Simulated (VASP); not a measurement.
Input of a VASP 6.6.1 run:

The input INCAR:

```
ALGO = Normal
EDIFF = 1E-7
ENCUT = 520
GGA = PE
ISIF = 2
ISMEAR = 0
LASPH = T
LCHARG = T
LELF = T
LREAL = F
LVHAR = T
LWAVE = F
NBANDS = 11
NELM = 100
PREC = Accurate
SIGMA = 0.1
```

KPOINTS

```
k-points
0
Gamma
  12 12 12
```

Contents of POSCAR:

```
Ba
1.0
   -2.5313184457      2.5313184457      2.5313184457
    2.5313184457     -2.5313184457      2.5313184457
    2.5313184457      2.5313184457     -2.5313184457
Ba
1
Direct
    0.0000000000      0.0000000000      0.0000000000
```

Potentials or basis: VASP PAW PBE potentials, release 64 (Ba_sv).

The run is started by

```sh
$ cat potpaw_PBE.64/Ba_sv/POTCAR > POTCAR
$ mpirun -np 1 vasp_std > vasp.out
```

Question: Estimate the band gap on the k mesh.

Answer: Zero (band 5 reaches 2.05 eV, above the bottom of band 6 at 1.05 eV).

Question: Predict the pressure.

Answer: -0.2 GPa.

Caveat: spin-orbit coupling is left out, which moves the levels of the heavy elements.
